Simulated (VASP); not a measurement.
# Mg (Im-3m) in VASP: a series of runs

Mg is run at these levels: LDA; tasks: electric field gradients.

Program: VASP 6.6.1. These are calculated values, not measurements. Logs are shortened: lines on timing, memory, paths and dates and some standing lists are left out, and cuts for length are marked.

### Step 1. The cell of the first run

It takes space group Im-3m (No. 229, cubic). Conventional cell: a = 2.963 Å, b = 2.963 Å, c = 2.963 Å, α = 90.00°, β = 90.00°, γ = 90.00°. Within 3.4 Å of Mg (site symmetry m-3m) lie 14 Mg at 2.57 to 2.96 Å.

### Step 2. Electric field gradients, LDA (volume scaled by 1.01)

The input, INCAR:

```
ALGO     = Normal         # electronic algorithm
EDIFF    = 1E-8           # SCF threshold, eV
ENCUT    = 520            # plane-wave cutoff, eV
GGA      = CA             # functional
ISIF     = 2              # what is computed and relaxed
ISMEAR   = -1             # smearing method
LASPH    = T              # aspherical terms in the spheres
LCHARG   = F              # write CHGCAR
LEFG     = T            
LREAL    = F              # projectors in reciprocal space
LWAVE    = F              # write WAVECAR
NBANDS   = 7              # bands
NELM     = 60             # most SCF steps
PREC     = Accurate       # precision mode
SIGMA    = 0.03           # smearing width, eV
```

The input, KPOINTS:

```
k-points
0
Gamma
  19 19 19
```

The input, POSCAR:

```
Mg
1.0
   -1.4814053516      1.4814053516      1.4814053516
    1.4814053516     -1.4814053516      1.4814053516
    1.4814053516      1.4814053516     -1.4814053516
Mg
1
Direct
    0.0000000000      0.0000000000      0.0000000000
```

Potentials or basis: VASP PAW LDA potentials, release 64 (Mg).

The run is started by

```sh
$ cat potpaw_LDA.64/Mg/POTCAR > POTCAR
$ mpirun -np 1 vasp_std > vasp.out
```

OUTCAR:

```text
EDIFF = 1E-8
   ENCUT = 520
   GGA = CA
   ISIF = 2
   ISMEAR = -1
   LASPH = T
   LREAL = F
   NELM = 60
   PREC = Accurate

 ion  position               nearest neighbor table
   1  0.000  0.000  0.000-

  LATTYP: Found a body centered cubic cell.
 ALAT       =     2.9628107032

  Lattice vectors:

 A1 = (  -1.4814053516,   1.4814053516,   1.4814053516)
 A2 = (   1.4814053516,  -1.4814053516,   1.4814053516)
 A3 = (   1.4814053516,   1.4814053516,  -1.4814053516)

Analysis of symmetry for initial positions (statically):
=====================================================================
 Subroutine PRICEL returns:
 Original cell was already a primitive cell.

 Routine SETGRP: Setting up the symmetry group for a
 body centered cubic supercell.

 Subroutine GETGRP returns: Found 48 space group operations
 (whereof 48 operations were pure point group operations)
 out of a pool of 48 trial point group operations.

The static configuration has the point symmetry O_h .

Analysis of symmetry for dynamics (positions and initial velocities):
=====================================================================
 Subroutine PRICEL returns:
 Original cell was already a primitive cell.

 Routine SETGRP: Setting up the symmetry group for a
 body centered cubic supercell.

 Subroutine GETGRP returns: Found 48 space group operations
 (whereof 48 operations were pure point group operations)
 out of a pool of 48 trial point group operations.

The dynamic configuration has the point symmetry O_h .

 Subroutine INISYM returns: Found 48 space group operations
 (whereof 48 operations are pure point group operations),
 and found     1 'primitive' translations

----------------------------------------------------------------------------------------

                                     Primitive cell

  volume of cell :      13.0041

  direct lattice vectors                    reciprocal lattice vectors
    -1.481405352  1.481405352  1.481405352     0.000000000  0.337517344  0.337517344
     1.481405352 -1.481405352  1.481405352     0.337517344  0.000000000  0.337517344
[... 108 lines left out ...]
   GGA     = CA    functional components
   LHFCALC =     F    Hartree Fock is set to
   AEXX    =    0.0000 exact exchange contribution
   IVDW    =     0    specifies the selected vdW correction
   LEPSILON=     F    determine dielectric tensor
   LRPA    =     F    only Hartree local field effects (RPA)
 non-spin polarized calculation
  energy-cutoff  :      520.00
  volume of cell :       13.00
 maximum number of plane-waves:       370
   NGX =  9   NGY =  9   NGZ =  9

 number of electron       2.0000000 magnetization

 Free energy of the ion-electron system (eV)
  ---------------------------------------------------
  ext. energy  EPLUGINS =         0.00000000
  ---------------------------------------------------
  free energy    TOTEN  =        -0.85093108 eV

  energy without entropy =       -0.84996904  energy(sigma->0) =       -0.85045006

 E-fermi :   6.3480     XC(G=0): -10.7213

 val. band max:        6.3245205660   @ k =   0.3684   0.1579   0.1053
 cond. band min:       6.3591200091   @ k =   0.3684   0.1053   0.1053
 fundamental gap:      0.0345994431
 Fermi energy:         6.3479783634

 k-point     1 :       0.0000    0.0000    0.0000
  band No.  band energies     occupation
      1      -3.4607      2.00000
      2      23.4751      0.00000
      3      23.4751      0.00000
      4      23.4751      0.00000
      5      26.3232      0.00000
      6      26.3232      0.00000
      7      28.2422      0.00000
[... 221 lines left out ...]
 k-point    24 :       0.3158    0.1053   -0.0000
  band No.  band energies     occupation
      1       1.2960      2.00000
      2       9.3845      0.00000
      3      15.4733      0.00000
      4      20.3934      0.00000
      5      22.5307      0.00000
      6      26.3066      0.00000
      7      29.8712      0.00000

 [... further k-points ...]
[... 5 lines left out ...]
  --------------------------------------------------------------------------------------
  -------------------------------------------------------------------------------------
  Total        4.3630669      4.3630669      4.3630669     -0.0000000      0.0000000     -0.0000000
  in kB      537.5523092    537.5523092    537.5523092     -0.0000000      0.0000000     -0.0000000
  external PRESSURE =     537.5523092 kB  Pullay stress =       0.0000000 kB

 VOLUME and BASIS-vectors are now :
 -----------------------------------------------------------------------------
  energy-cutoff  :      520.00
  volume of cell :       13.00
      direct lattice vectors                 reciprocal lattice vectors
    -1.481405352  1.481405352  1.481405352     0.000000000  0.337517344  0.337517344
     1.481405352 -1.481405352  1.481405352     0.337517344  0.000000000  0.337517344
     1.481405352  1.481405352 -1.481405352     0.337517344  0.337517344  0.000000000

 POSITION                                       TOTAL-FORCE (eV/Angst)
 -----------------------------------------------------------------------------------
      0.00000      0.00000      0.00000         0.000000     -0.000000      0.000000
 -----------------------------------------------------------------------------------
    total drift:                                0.000000      0.000000      0.000000

  FREE ENERGIE OF THE ION-ELECTRON SYSTEM (eV)
  ---------------------------------------------------
  free  energy   TOTEN  =        -0.8509310784 eV

  energy  without entropy=       -0.8499690381  energy(sigma->0) =       -0.85045006

 Electric field gradients (V/A^2)
---------------------------------------------------------------------
 ion       V_xx      V_yy      V_zz      V_xy      V_xz      V_yz
---------------------------------------------------------------------
   1      -0.000    -0.000    -0.000     0.000     0.000     0.000
---------------------------------------------------------------------

 Electric field gradients after diagonalization (V/A^2)
 (convention: |V_zz| > |V_xx| > |V_yy|)
----------------------------------------------------------------------
 ion       V_xx      V_yy      V_zz     asymmetry (V_yy - V_xx)/ V_zz
----------------------------------------------------------------------
   1      -0.000    -0.000     0.000       0.000
----------------------------------------------------------------------

           NMR quadrupolar parameters

 Cq : quadrupolar parameter    Cq=e*Q*V_zz/h
 eta: asymmetry parameters     (V_yy - V_xx)/ V_zz
 Q  : nuclear electric quadrupole moment in mb (millibarn)
----------------------------------------------------------------------
 ion       Cq(MHz)       eta       Q (mb)
----------------------------------------------------------------------
   1       0.000       0.000       1.000
----------------------------------------------------------------------
```

stdout:

```text
POSCAR found type information on POSCAR Mg
 POSCAR found :  1 types and       1 ions
 scaLAPACK will be used
 LDA part: xc-table for (Slater(with rela. corr.)+CA(PZ))
 , standard interpolation
 POSCAR, INCAR and KPOINTS ok, starting setup
 FFT: planning ... GRIDC
 FFT: planning ... GRID_SOFT
 FFT: planning ... GRID
 WAVECAR not read
 entering main loop
ion   1
```

It took 11 s on 1 thread of Intel Xeon Platinum 8559C (Emerald Rapids), shared host; peak memory 0.13 GiB.

What came out:

| Item | Value |
| --- | --- |
| Free energy | -0.8509 eV |
| Pressure | 53.8 GPa |
| Band gap on the k mesh | zero (band 1 reaches 9.66 eV, above the bottom of band 2 at 5.42 eV) |

Levels at points of the mesh, in eV from the Fermi level:
```
           k point  band 1  band 2  band 3  band 4
(0.00, 0.00, 0.00)   -9.81   17.13   17.13   17.13
```

Caveat: without QUAD_EFG the Cq values of the log hold for a quadrupole moment of 1 mb, not for the nuclei.

### Step 3. Electric field gradients, LDA (volume scaled by 1.01)

The input, INCAR:

```
SYSTEM = Mg
PREC     = Accurate       ! precision mode
ENCUT    = 520            ! plane-wave cutoff, eV
EDIFF    = 1E-8           ! SCF threshold, eV
ISMEAR   = -1             ! smearing method
SIGMA    = 0.03           ! smearing width, eV
LREAL    = .FALSE.        ! projectors in reciprocal space
LASPH    = .TRUE.         ! aspherical terms in the spheres
NELM     = 100            ! most SCF steps
ALGO     = Normal         ! electronic algorithm
ISIF     = 2              ! what is computed and relaxed
LWAVE    = .FALSE.        ! write WAVECAR
LCHARG   = .FALSE.        ! write CHGCAR
GGA      = CA             ! functional
LEFG     = .TRUE.       
NBANDS   = 7              ! bands
```

The input, KPOINTS:

```
regular mesh
0
G
  19 19 19
  0 0 0
```

POSCAR is that of step 2.

Potentials or basis: VASP PAW LDA potentials, release 64 (Mg).

The run is started by

```sh
$ cat potpaw_LDA.64/Mg/POTCAR > POTCAR
$ mpirun -np 1 vasp_std > vasp.out
```

OUTCAR:

```text
SYSTEM = Mg
   PREC = Accurate
   ENCUT = 520
   EDIFF = 1E-8
   ISMEAR = -1
   LREAL = .FALSE.
   LASPH = .TRUE.
   NELM = 100
   ISIF = 2
   GGA = CA

 ion  position               nearest neighbor table
   1  0.000  0.000  0.000-

  LATTYP: Found a body centered cubic cell.
 ALAT       =     2.9628107032

  Lattice vectors:

 A1 = (  -1.4814053516,   1.4814053516,   1.4814053516)
 A2 = (   1.4814053516,  -1.4814053516,   1.4814053516)
 A3 = (   1.4814053516,   1.4814053516,  -1.4814053516)

Analysis of symmetry for initial positions (statically):
=====================================================================
 Subroutine PRICEL returns:
 Original cell was already a primitive cell.

 Routine SETGRP: Setting up the symmetry group for a
 body centered cubic supercell.

 Subroutine GETGRP returns: Found 48 space group operations
 (whereof 48 operations were pure point group operations)
 out of a pool of 48 trial point group operations.

The static configuration has the point symmetry O_h .

Analysis of symmetry for dynamics (positions and initial velocities):
=====================================================================
 Subroutine PRICEL returns:
 Original cell was already a primitive cell.

 Routine SETGRP: Setting up the symmetry group for a
 body centered cubic supercell.

 Subroutine GETGRP returns: Found 48 space group operations
 (whereof 48 operations were pure point group operations)
 out of a pool of 48 trial point group operations.

The dynamic configuration has the point symmetry O_h .

 Subroutine INISYM returns: Found 48 space group operations
 (whereof 48 operations are pure point group operations),
[... 143 lines left out ...]
 val. band max:        6.3245205660   @ k =   0.3684   0.1579   0.1053
 cond. band min:       6.3591200091   @ k =   0.3684   0.1053   0.1053
 fundamental gap:      0.0345994431
 Fermi energy:         6.3479783634

 k-point     1 :       0.0000    0.0000    0.0000
  band No.  band energies     occupation
      1      -3.4607      2.00000
      2      23.4751      0.00000
      3      23.4751      0.00000
      4      23.4751      0.00000
      5      26.3232      0.00000
      6      26.3232      0.00000
      7      28.2422      0.00000
[... 221 lines left out ...]
 k-point    24 :       0.3158    0.1053   -0.0000
  band No.  band energies     occupation
      1       1.2960      2.00000
      2       9.3845      0.00000
      3      15.4733      0.00000
      4      20.3934      0.00000
      5      22.5307      0.00000
      6      26.3066      0.00000
      7      29.8712      0.00000

 [... further k-points ...]
[... 5 lines left out ...]
  --------------------------------------------------------------------------------------
  -------------------------------------------------------------------------------------
  Total        4.3630669      4.3630669      4.3630669     -0.0000000      0.0000000     -0.0000000
  in kB      537.5523092    537.5523092    537.5523092     -0.0000000      0.0000000     -0.0000000
  external PRESSURE =     537.5523092 kB  Pullay stress =       0.0000000 kB

 VOLUME and BASIS-vectors are now :
 -----------------------------------------------------------------------------
  energy-cutoff  :      520.00
  volume of cell :       13.00
      direct lattice vectors                 reciprocal lattice vectors
    -1.481405352  1.481405352  1.481405352     0.000000000  0.337517344  0.337517344
     1.481405352 -1.481405352  1.481405352     0.337517344  0.000000000  0.337517344
     1.481405352  1.481405352 -1.481405352     0.337517344  0.337517344  0.000000000

 POSITION                                       TOTAL-FORCE (eV/Angst)
 -----------------------------------------------------------------------------------
      0.00000      0.00000      0.00000         0.000000     -0.000000      0.000000
 -----------------------------------------------------------------------------------
    total drift:                                0.000000      0.000000      0.000000

  FREE ENERGIE OF THE ION-ELECTRON SYSTEM (eV)
  ---------------------------------------------------
  free  energy   TOTEN  =        -0.8509310784 eV

  energy  without entropy=       -0.8499690381  energy(sigma->0) =       -0.85045006

 Electric field gradients (V/A^2)
---------------------------------------------------------------------
 ion       V_xx      V_yy      V_zz      V_xy      V_xz      V_yz
---------------------------------------------------------------------
   1      -0.000    -0.000    -0.000     0.000     0.000     0.000
---------------------------------------------------------------------

 Electric field gradients after diagonalization (V/A^2)
 (convention: |V_zz| > |V_xx| > |V_yy|)
----------------------------------------------------------------------
 ion       V_xx      V_yy      V_zz     asymmetry (V_yy - V_xx)/ V_zz
----------------------------------------------------------------------
   1      -0.000    -0.000     0.000       0.000
----------------------------------------------------------------------

           NMR quadrupolar parameters

 Cq : quadrupolar parameter    Cq=e*Q*V_zz/h
 eta: asymmetry parameters     (V_yy - V_xx)/ V_zz
 Q  : nuclear electric quadrupole moment in mb (millibarn)
----------------------------------------------------------------------
 ion       Cq(MHz)       eta       Q (mb)
----------------------------------------------------------------------
   1       0.000       0.000       1.000
----------------------------------------------------------------------
```

OSZICAR:

```text
N       E                     dE             d eps       ncg     rms          rms(c)
DAV:   1    -0.173789299066E-01   -0.17379E-01   -0.10376E+03  3542   0.214E+02
DAV:   2    -0.892644668607E+00   -0.87527E+00   -0.85098E+00  4333   0.143E+01
DAV:   3    -0.894978219417E+00   -0.23336E-02   -0.23331E-02  3591   0.798E-01
DAV:   4    -0.894980975020E+00   -0.27556E-05   -0.27558E-05  4529   0.200E-02
DAV:   5    -0.894980979966E+00   -0.49464E-08   -0.48782E-08  3654   0.563E-04    0.743E-01
DAV:   6    -0.867634539772E+00    0.27346E-01   -0.31952E-04  3528   0.112E-01    0.473E-01
DAV:   7    -0.851091424270E+00    0.16543E-01   -0.75965E-04  3276   0.174E-01    0.194E-02
DAV:   8    -0.850942209165E+00    0.14922E-03   -0.21086E-05  3920   0.282E-02    0.583E-03
DAV:   9    -0.850931552902E+00    0.10656E-04   -0.45023E-06  3521   0.126E-02    0.693E-04
DAV:  10    -0.850931087667E+00    0.46524E-06   -0.73141E-08  3689   0.166E-03    0.115E-04
DAV:  11    -0.850931078399E+00    0.92675E-08   -0.14173E-09  2996   0.247E-04
   1 F= -.85093108E+00 E0= -.85045006E+00  d E =-.962040E-03
```

stdout:

```text
POSCAR found type information on POSCAR Mg
 POSCAR found :  1 types and       1 ions
 scaLAPACK will be used
 LDA part: xc-table for (Slater(with rela. corr.)+CA(PZ))
 , standard interpolation
 POSCAR, INCAR and KPOINTS ok, starting setup
 FFT: planning ... GRIDC
 FFT: planning ... GRID_SOFT
 FFT: planning ... GRID
 WAVECAR not read
 entering main loop
ion   1
```

Run time: 11 s. Hardware: 1 thread of Intel Xeon Platinum 8559C (Emerald Rapids), shared host; peak memory 0.13 GiB.

Results:

```yaml
Free_energy: -0.8509 eV
Pressure: 53.8 GPa
Band_gap_on_the_k_mesh: zero (band 1 reaches 9.66 eV, above the bottom of band 2 at 5.42 eV)
```

Caveat: without QUAD_EFG the Cq values of the log hold for a quadrupole moment of 1 mb, not for the nuclei.

(Continued in part 2 of 2.)
